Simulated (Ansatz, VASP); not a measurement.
**Bi in VASP and in Ansatz**

The input INCAR:

```
ALGO     = Fast           # electronic algorithm
EDIFF    = 1E-6           # SCF threshold, eV
ENCUT    = 520            # plane-wave cutoff, eV
ISIF     = 2              # what is computed and relaxed
ISMEAR   = 0              # smearing method
LASPH    = True           # aspherical terms in the spheres
LCHARG   = False          # write CHGCAR
LREAL    = False          # projectors in reciprocal space
LWAVE    = False          # write WAVECAR
NBANDS   = 14             # bands
NELM     = 80             # most SCF steps
PREC     = Accurate       # precision mode
SIGMA    = 0.15           # smearing width, eV
```

The input KPOINTS:

```
k-points
0
Gamma
  18 18 18
```

The input POSCAR:

```
Bi
1.0
   -1.9517090738      1.9517090738      1.9219876158
    1.9517090738     -1.9517090738      1.9219876158
    1.9517090738      1.9517090738     -1.9219876158
Bi
1
Direct
    0.0000000000      0.0000000000      0.0000000000
```

Input for Ansatz:

```yaml
crystal:
  lattice:
    - [-1.9517090738, 1.9517090738, 1.9219876158]
    - [1.9517090738, -1.9517090738, 1.9219876158]
    - [1.9517090738, 1.9517090738, -1.9219876158]
  atoms:
    - { symbol: Bi, position: [0.0, 0.0, 0.0] }
basis:
  ecutwfc: 420
kpoints:
  mp_grid: { grid: [18, 18, 18] }
hamiltonian:
  xc: lda
scf:
  occupations: { method: gaussian, width: 0.15 }
output:
  forces: true
  stress: true
  eigenvalues: true
```

Change from the starting cell: strain -0.015 along x and y, -0.030 along z, atoms carried along.

Alike in both runs: task single point; functional LDA; k mesh 18 × 18 × 18; occupations gaussian, width 0.15 eV; no spin polarisation.

|  | VASP | Ansatz |
| --- | --- | --- |
| version | VASP 6.6.1 | Ansatz 0.2.0 |
| potentials or method | VASP PAW LDA potentials, release 64 (Bi_d), cutoff 520 eV | scalar-relativistic, plane waves, PAW |
| valence electrons in the cell | 15 | 15 |

Ansatz gave:

- gap on the k mesh at the Fermi level (eV): none
- pressure (GPa): 0.1
- traceless stress, the component that is largest in VASP (GPa): 0.07

Question: Estimate VASP's values.

Answer: gap on the k mesh at the Fermi level (eV): none; pressure (GPa): 0.2; traceless stress, the component that is largest in VASP (GPa): 0.08.

LDA's correlation is that of Perdew and Zunger in VASP and of Perdew and Wang (1992) in Ansatz. A gap of «none» marks a metal or a gap that the smearing closes.

Neither program's run includes spin-orbit coupling.
